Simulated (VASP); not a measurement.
Ca3SbP, 5 atoms in the cell. The structure is tetragonal, space group P4mm (No. 99). Conventional cell: a = 5.252 Å, b = 5.252 Å, c = 5.252 Å, α = 90.00°, β = 90.00°, γ = 90.00°. Ca (site symmetry 4mm) has 2 P at 2.60 to 2.65 Å within 3.4 Å. Within 4.0 Å of Ca (site symmetry 2mm) lie 2 P at 2.63 Å and 4 Sb at 3.50 to 3.94 Å and 8 Ca at 3.62 to 3.81 Å. Within 4.7 Å of Sb (site symmetry 4mm) lie 12 Ca at 3.50 to 3.94 Å and 8 P at 4.46 to 4.64 Å. P (site symmetry 4mm) has 6 Ca at 2.60 to 2.65 Å within 3.4 Å.  This cell differs from its parent crystal: atoms displaced along a vibrational mode.

| Item | Value |
| --- | --- |
| Program | VASP 6.6.1 |
| Task | single point |
| Functional | LDA |
| Potentials or basis | VASP PAW LDA potentials, release 64 (Ca_sv, Sb, P) |
| Cutoff | 520 eV |
| k mesh | 6 × 6 × 6 |
| Occupations | gaussian, width 0.05 eV |
| Spin | no spin polarisation |
| Dipole correction | no |
| Further INCAR settings | ALGO = Normal; EDIFF = 1e-06; NBANDS = 28 |

Potentials or basis: VASP PAW LDA potentials, release 64 (Ca_sv, Sb, P).

The run is started by

```sh
$ cat potpaw_LDA.64/Ca_sv/POTCAR potpaw_LDA.64/Sb/POTCAR potpaw_LDA.64/P/POTCAR > POTCAR
$ mpirun -np 1 vasp_std > vasp.out
```

Hardware: 1 thread of AMD EPYC 9R45 96-Core Processor (Zen 5), with other jobs on the host.

Task: Estimate the wall time of this run.

Result: Run time: 87 s on 1 thread of AMD EPYC 9R45 96-Core Processor (Zen 5) (shared host), peak memory 0.27 GiB. Counts: scf iterations 15, k points 40.
